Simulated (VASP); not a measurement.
Runs of VASP 6.6.1 on CdTe. The structure is that of space group F-43m (No. 216), or close to it. The cells are those of the table. 

| cell | gap on the mesh (eV) | pressure (GPa) |
| --- | --- | --- |
| a = 4.442, b = 4.442, c = 4.515 Å, angles 60.5, 60.5, 90.0°, 2 atoms | (b) | 1.7 |
| a = 4.555, b = 4.555, c = 4.528 Å, angles 59.8, 59.8, 90.0°, 2 atoms | 0.61 | 0.1 |
| a = 4.487, b = 4.487, c = 4.524 Å, angles 60.3, 60.3, 90.0°, 2 atoms | 0.67 | (c) |
| a = 4.487, b = 4.487, c = 4.542 Å, angles 60.4, 60.4, 90.0°, 2 atoms | 0.64 | 0.6 |
| a = 4.578, b = 4.578, c = 4.542 Å, angles 59.7, 59.7, 90.0°, 2 atoms | 0.57 | -0.4 |
| a = 4.555, b = 4.555, c = 4.537 Å, angles 59.9, 59.9, 90.0°, 2 atoms | 0.61 | (a) |
| a = 4.533 Å, angles 60.0, 60.0, 90.0°, 2 atoms | 0.65 | (d) |

Alike in all rows: task single point; level LDA; potentials or basis VASP PAW LDA potentials, release 64 (Cd, Te); no spin polarisation; k mesh 6 × 6 × 6; cutoff (eV) 520; smearing gaussian 0.01 eV.

Problem. Fill in the values left out.

Solution. (a) -0.1; (b) 0.70; (c) 0.9; (d) 0.3.

Caveats: spin-orbit coupling is left out, which moves the levels of the heavy elements.

A k mesh can miss the band edges, and the runs leave out spin-orbit coupling on Cd, Te.
